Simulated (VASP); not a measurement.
# SiO2 (Fddd) in VASP: notebook

The runs below take SiO2 through single point, with PBE.

Everything below comes from runs of VASP 6.6.1. Logs are shortened: lines on timing, memory, paths and dates and some standing lists are left out, and cuts for length are marked.

## (1) The cell of the first run

Symmetry: Fddd, No. 70, orthorhombic system. The conventional cell has a = 4.759 Å, b = 9.522 Å, c = 14.855 Å, α = 90.00°, β = 90.00°, γ = 90.00°. Within 2.2 Å of Si (site symmetry 2) lie 4 O at 1.62 to 1.63 Å. Within 2.2 Å of O (site symmetry -1) lie 2 Si at 1.62 Å. Within 2.2 Å of O (site symmetry 2) lie 2 Si at 1.63 Å.

## (2) Single point, PBE

Input file INCAR:

```
SYSTEM = SiO2
PREC     = Accurate       ! precision mode
ENCUT    = 520            ! plane-wave cutoff, eV
EDIFF    = 1E-7           ! SCF threshold, eV
ISMEAR   = 0              ! smearing method
SIGMA    = 0.01           ! smearing width, eV
LREAL    = .FALSE.        ! projectors in reciprocal space
LASPH    = .TRUE.         ! aspherical terms in the spheres
NELM     = 80             ! most SCF steps
ALGO     = Normal         ! electronic algorithm
ISIF     = 2              ! what is computed and relaxed
LWAVE    = .FALSE.        ! write WAVECAR
LCHARG   = .TRUE.         ! write CHGCAR
GGA      = PE             ! functional
LELF     = .TRUE.         ! ELF
LVHAR    = .TRUE.       
NBANDS   = 44             ! bands
```

Input file KPOINTS:

```
regular mesh
0
G
  6 6 6
  0 0 0
```

Input file POSCAR:

```
SiO2
1.0
    0.0000000000      4.7610223186      7.4276994519
    2.3794079006      0.0000000000      7.4276994519
    2.3794079006      4.7610223186      0.0000000000
Si O
4 8
Direct
    0.5631579709      0.5631579709      0.9368420291
    0.3131579709      0.3131579709      0.6868420291
    0.6868420291      0.6868420291      0.3131579709
    0.9368420291      0.9368420291      0.5631579709
    0.6250000000      0.1250000000      0.6250000000
    0.6250000000      0.6250000000      0.1250000000
    0.6250000000      0.6250000000      0.6250000000
    0.1250000000      0.6250000000      0.6250000000
    0.1862164975      0.8137835025      0.1862164975
    0.8137835025      0.1862164975      0.8137835025
    0.4362164975      0.0637835025      0.4362164975
    0.0637835025      0.4362164975      0.0637835025
```

Potentials or basis: VASP PAW PBE potentials, release 64 (Si, O).

Run with:

```
cat potpaw_PBE.64/Si/POTCAR potpaw_PBE.64/O/POTCAR > POTCAR
mpirun -np 1 vasp_std > vasp.out
```

OUTCAR:

```text
SYSTEM = SiO2
   PREC = Accurate
   ENCUT = 520
   EDIFF = 1E-7
   ISMEAR = 0
   LREAL = .FALSE.
   LASPH = .TRUE.
   NELM = 80
   ISIF = 2
   GGA = PE

 ion  position               nearest neighbor table
   1  0.563  0.563  0.937-   6 1.62   7 1.62   9 1.63  10 1.63   4 3.03   4 3.03
   2  0.313  0.313  0.687-   5 1.62   8 1.62  11 1.63  12 1.63   3 3.03   3 3.03
   3  0.687  0.687  0.313-   6 1.62   7 1.62  11 1.63  12 1.63   2 3.03   2 3.03
   4  0.937  0.937  0.563-   5 1.62   8 1.62   9 1.63  10 1.63   1 3.03   1 3.03
   5  0.625  0.125  0.625-   2 1.62   4 1.62
   6  0.625  0.625  0.125-   1 1.62   3 1.62
   7  0.625  0.625  0.625-   1 1.62   3 1.62
   8  0.125  0.625  0.625-   2 1.62   4 1.62
   9  0.186  0.814  0.186-   1 1.63   4 1.63
  10  0.814  0.186  0.814-   1 1.63   4 1.63
  11  0.436  0.064  0.436-   2 1.63   3 1.63
  12  0.064  0.436  0.064-   2 1.63   3 1.63

  LATTYP: Found a face centered orthorhombic cell.
 ALAT       =     4.7588158012
 B/A-ratio  =     2.0009273389
 C/A-ratio  =     3.1216587328

  Lattice vectors:

 A1 = (   0.0000000000,   4.7610223186,   7.4276994519)
 A2 = (   2.3794079006,   0.0000000000,   7.4276994519)
 A3 = (   2.3794079006,   4.7610223186,   0.0000000000)

Analysis of symmetry for initial positions (statically):
=====================================================================
 Subroutine PRICEL returns:
 Original cell was already a primitive cell.

 Routine SETGRP: Setting up the symmetry group for a
 face centered orthorhombic supercell.

 Subroutine GETGRP returns: Found  8 space group operations
 (whereof  4 operations were pure point group operations)
 out of a pool of  8 trial point group operations.

The static configuration has the point symmetry D_2 .
 The point group associated with its full space group is D_2h.

Analysis of symmetry for dynamics (positions and initial velocities):
=====================================================================
 Subroutine PRICEL returns:
 Original cell was already a primitive cell.

 Routine SETGRP: Setting up the symmetry group for a
 face centered orthorhombic supercell.

 Subroutine GETGRP returns: Found  8 space group operations
 (whereof  4 operations were pure point group operations)
 out of a pool of  8 trial point group operations.

The dynamic configuration has the point symmetry D_2 .
 The point group associated with its full space group is D_2h.

 Subroutine INISYM returns: Found  8 space group operations
 (whereof  4 operations are pure point group operations),
 and found     1 'primitive' translations

----------------------------------------------------------------------------------------

                                     Primitive cell

  volume of cell :     168.2881

  direct lattice vectors                    reciprocal lattice vectors
     0.000000000  4.761022319  7.427699452    -0.210136312  0.105019461  0.067315594
     2.379407901  0.000000000  7.427699452     0.210136312 -0.105019461  0.067315594
     2.379407901  4.761022319  0.000000000     0.210136312  0.105019461 -0.067315594

  length of vectors
     8.822587640  7.799506465  5.322491473     0.244372146  0.244372146  0.244372146

  position of ions in fractional coordinates (direct lattice)
     0.563157971  0.563157971  0.936842029
     0.313157971  0.313157971  0.686842029
     0.686842029  0.686842029  0.313157971
     0.936842029  0.936842029  0.563157971
     0.625000000  0.125000000  0.625000000
     0.625000000  0.625000000  0.125000000
     0.625000000  0.625000000  0.625000000
     0.125000000  0.625000000  0.625000000
     0.186216497  0.813783503  0.186216497
     0.813783503  0.186216497  0.813783503
     0.436216497  0.063783503  0.436216497
     0.063783503  0.436216497  0.063783503

  ion indices of the primitive-cell ions
   primitive index   ion index
                 1           1
                 2           2
                 3           3
                 4           4
                 5           5
                 6           6
                 7           7
                 8           8
                 9           9
                10          10
                11          11
                12          12

----------------------------------------------------------------------------------------

 KPOINTS: regular mesh

Automatic generation of k-mesh.
 Grid dimensions read from file:
 generate k-points for:    6    6    6

 Generating k-lattice:

  Cartesian coordinates                     Fractional coordinates (reciprocal lattice)
    -0.035022719  0.017503244  0.011219266     0.166666667  0.000000000  0.000000000
     0.035022719 -0.017503244  0.011219266     0.000000000  0.166666667  0.000000000
     0.035022719  0.017503244 -0.011219266     0.000000000  0.000000000  0.166666667

  Length of vectors
     0.040728691  0.040728691  0.040728691

  Shift w.r.t. Gamma in fractional coordinates (k-lattice)
     0.000000000  0.000000000  0.000000000

 Subroutine IBZKPT returns following result:
 ===========================================

 Found     46 irreducible k-points:

 Following reciprocal coordinates:
            Coordinates               Weight
  0.000000  0.000000  0.000000      1.000000
  0.166667  0.000000 -0.000000      8.000000
  0.333333  0.000000 -0.000000      8.000000
  0.500000  0.000000 -0.000000      4.000000
  0.166667  0.166667  0.000000      2.000000
  0.333333  0.166667 -0.000000      8.000000
[... 16 lines left out ...]
 -0.166667  0.166667  0.166667      8.000000
  0.500000  0.333333  0.166667      4.000000
 [... further k-points ...]
   k-points           NKPTS =     46   k-points in BZ     NKDIM =     46   number of bands    NBANDS=     44
   number of dos      NEDOS =    301   number of ions     NIONS =     12
   total plane-waves  NPLWV = 168000
   dimension x,y,z NGX =    70 NGY =   60 NGZ =   40
   dimension x,y,z NGXF=   140 NGYF=  120 NGZF=   80
   ions per type =               4   8
   NGX,Y,Z   is equivalent  to a cutoff of  13.19, 12.79, 12.49 a.u.
   NGXF,Y,Z  is equivalent  to a cutoff of  26.38, 25.58, 24.99 a.u.
 SYSTEM =  SiO2
   PREC   = accura    normal or accurate (medium, high low for compatibility)
   ISTART =      0    job   : 0-new  1-cont  2-samecut
   ICHARG =      2    charge: 1-file 2-atom 10-const
   ISPIN  =      1    spin polarized calculation?
   LNONCOLLINEAR =      F non collinear calculations
   LSORBIT =      F    spin-orbit coupling
   LASPH  =      T    aspherical Exc in radial PAW
   ENCUT  =  520.0 eV  38.22 Ry    6.18 a.u.  16.40 14.50  9.90*2*pi/ulx,y,z
   NELM   =     80;   NELMIN=  2; NELMDL= -5     # of ELM steps
   EDIFF  = 0.1E-06   stopping-criterion for ELM
   LREAL  =      F    real-space projection
   EDIFFG = 0.1E-05   stopping-criterion for IOM
   NSW    =      0    number of steps for IOM
   IBRION =     -1    ionic relax: 0-MD 1-quasi-New 2-CG
   NFREE  =      0    steps in history (QN), initial steepest desc. (CG)
   ISIF   =      2    stress and relaxation
   ISYM   =      2    0-nonsym 1-usesym 2-fastsym
   POTIM  = 0.5000    time-step for ionic-motion
   TEBEG  =    0.0;   TEEND  =   0.0 temperature during run
   PSTRESS=    0.0 pullay stress
   NELECT =      64.0000    total number of electrons
   NUPDOWN=      -1.0000    fix difference up-down
   EMIN   =  10.00;   EMAX   =-10.00  energy-range for DOS
   EFERMI =   0.00;   METHOD = LEGACY
   ISMEAR =     0;   SIGMA  =   0.01  broadening in eV -4-tet -1-fermi 0-gaus
   EFERMI_NEDOS =   21; number of points for ismear=-14 and -15
   IALGO  =     38    algorithm
   IMIX   =      4    mixing-type and parameters
     AMIX     =   0.40;   BMIX     =  1.00
     AMIX_MAG =   1.60;   BMIX_MAG =  1.00
  volume/ion in A,a.u.               =      14.02        94.64
  Fermi-wavevector in a.u.,A,eV,Ry     =   1.186088  2.241382 19.140749  1.406805
  Thomas-Fermi vector in A             =   2.322268
   LORBIT       =      0    0 simple, 1 ext, 2 COOP (PROOUT), +10 PAW based schemes
   GGA     = PE    functional components
   LHFCALC =     F    Hartree Fock is set to
   AEXX    =    0.0000 exact exchange contribution
   IVDW    =     0    specifies the selected vdW correction
   LEPSILON=     F    determine dielectric tensor
   LRPA    =     F    only Hartree local field effects (RPA)
 non-spin polarized calculation
 Gauss-broadening in eV      SIGMA  =   0.01
  energy-cutoff  :      520.00
  volume of cell :      168.29
 maximum number of plane-waves:      4556
 NGX is ok and might be reduce to    70
   NGX = 33   NGY = 29   NGZ = 19

 number of electron      64.0000007 magnetization

 Free energy of the ion-electron system (eV)
  ---------------------------------------------------
  ext. energy  EPLUGINS =         0.00000000
  ---------------------------------------------------
  free energy    TOTEN  =       -94.77152187 eV

  energy without entropy =      -94.77152187  energy(sigma->0) =      -94.77152187

 E-fermi :   0.4052     XC(G=0):  -8.6037

 val. band max:        0.2921552605   @ k =   0.0000   0.0000   0.0000
 cond. band min:       5.8912227403   @ k =   0.0000   0.0000   0.0000
 fundamental gap:      5.5990674798
 Fermi energy:         0.4052393335

 k-point     1 :       0.0000    0.0000    0.0000
  band No.  band energies     occupation
      1     -18.9956      2.00000
      2     -18.0985      2.00000
      3     -18.0896      2.00000
      4     -17.0547      2.00000
      5     -17.0151      2.00000
      6     -16.9218      2.00000
[... 36 lines left out ...]
     43      12.0001      0.00000
     44      12.3585      0.00000
[... 1040 lines left out ...]
      4     -17.2248      2.00000
      5     -17.0282      2.00000
      6     -16.9806      2.00000
[... 36 lines left out ...]
     43      12.1089      0.00000
     44      12.4197      0.00000

 [... further k-points ...]

------------------------ aborting loop because EDIFF is reached ----------------------------------------

  FORCE on cell =-STRESS in cart. coord.  units (eV):
  Direction    XX          YY          ZZ          XY          YZ          ZX
  --------------------------------------------------------------------------------------
  -------------------------------------------------------------------------------------
  Total        0.2017120     -0.0386617      0.1322056      0.0000000      0.0000000      0.0000000
  in kB        1.9203879     -0.3680768      1.2586560      0.0000000      0.0000000      0.0000000
  external PRESSURE =       0.9369890 kB  Pullay stress =       0.0000000 kB

 VOLUME and BASIS-vectors are now :
 -----------------------------------------------------------------------------
  energy-cutoff  :      520.00
  volume of cell :      168.29
      direct lattice vectors                 reciprocal lattice vectors
     0.000000000  4.761022319  7.427699452    -0.210136312  0.105019461  0.067315594
     2.379407901  0.000000000  7.427699452     0.210136312 -0.105019461  0.067315594
     2.379407901  4.761022319  0.000000000     0.210136312  0.105019461 -0.067315594

 POSITION                                       TOTAL-FORCE (eV/Angst)
 -----------------------------------------------------------------------------------
      3.56911      7.14153      8.36594        -0.000000     -0.000000      0.033618
      2.37941      4.76102      4.65209         0.000000      0.000000      0.033618
      2.37941      4.76102     10.20331         0.000000      0.000000     -0.033618
      3.56911      7.14153     13.91716        -0.000000     -0.000000     -0.033618
      1.78456      5.95128      5.57077         0.000000      0.000000      0.000000
      1.78456      3.57077      9.28462         0.000000      0.000000     -0.000000
      2.97426      5.95128      9.28462        -0.000000      0.000000     -0.000000
      2.97426      3.57077      5.57077         0.000000      0.000000     -0.000000
      2.37941      1.77316      7.42770        -0.000000      0.000643      0.000000
      2.37941      7.74888      7.42770        -0.000000     -0.000643      0.000000
      1.18970      4.15367      3.71385         0.000000      0.000643     -0.000000
      1.18970      0.60735      3.71385         0.000000     -0.000643     -0.000000
 -----------------------------------------------------------------------------------
    total drift:                               -0.000000      0.000000      0.000000

  FREE ENERGIE OF THE ION-ELECTRON SYSTEM (eV)
  ---------------------------------------------------
  free  energy   TOTEN  =       -94.7715218688 eV

  energy  without entropy=      -94.7715218688  energy(sigma->0) =      -94.77152187
```

It took 7.6 min on 1 thread of Intel Xeon Platinum 8375C at 2.90GHz (Ice Lake), shared host; peak memory 0.55 GiB.

Results:

* Free energy: -94.7715 eV
* Pressure: 0.1 GPa
* Largest force: 0.034 eV/Å
* Band gap on the k mesh: 5.60 eV

Forces in eV/Å, atoms in the order of the input:
```
Si   0.000  0.000  0.034
Si   0.000  0.000  0.034
Si   0.000  0.000 -0.034
Si   0.000  0.000 -0.034
O    0.000  0.000  0.000
O    0.000  0.000  0.000
O    0.000  0.000  0.000
O    0.000  0.000  0.000
O    0.000  0.001  0.000
O    0.000 -0.001  0.000
O    0.000  0.001  0.000
O    0.000 -0.001  0.000
```

Stress tensor (GPa, compression positive):
```
 0.19  0.00  0.00
 0.00 -0.04  0.00
 0.00  0.00  0.13
```

(Part 1 of 2 ends here.)
